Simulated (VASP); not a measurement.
**Si: single point with PBE**

Crystal: Si.

```
Si
1.0
     0.00000    2.70000    2.70000
     2.70000    0.00000    2.70000
     2.70000    2.70000    0.00000
Si
2
Direct
  0.00000 0.00000 0.00000
  0.23522 0.23522 0.23522
```

```yaml
Program: VASP 6.6.1
Task: single point
Functional: PBE
Potentials_or_basis: VASP PAW PBE potentials, release 64 (Si)
Cutoff: 500 eV
k_mesh: 3 × 3 × 3
Occupations: fermi-dirac, width 0.05 eV
Spin: no spin polarisation
Dipole_correction: no
Further_INCAR_settings: ALGO = Normal; EDIFF = 1e-06; NBANDS = 11
```

```yaml
Pressure: 6.5 GPa
Largest_force: 2.462 eV/Å
Band_gap_on_the_k_mesh: 0.20 eV, indirect (least direct gap 1.85 eV)
```

Forces in eV/Å, atoms in the order of the input:
```
Si  -1.421 -1.421 -1.421
Si   1.421  1.421  1.421
```

Stress tensor (GPa, compression positive):
```
6.48 4.25 4.25
4.25 6.48 4.25
4.25 4.25 6.48
```

Levels at points of the mesh, in eV from the valence-band top:
| k point | band 1 | band 2 | band 3 | band 4 | band 5 | band 6 | band 7 | band 8 |
| --- | --- | --- | --- | --- | --- | --- | --- | --- |
| (0.00, 0.00, 0.00) | -12.51 | -1.14 | 0.00 | 0.00 | 1.85 | 1.85 | 2.60 | 3.15 |

Wall time 2.7 s on 1 thread of AMD EPYC 9R45 96-Core Processor (Zen 5) (shared host), peak memory 0.11 GiB.

Caveat: the k points lie up to 0.67 Å⁻¹ apart; forces of over 1 eV/Å act on the atoms, so gaps and moduli don't describe the material at rest. A k mesh can miss the band edges.
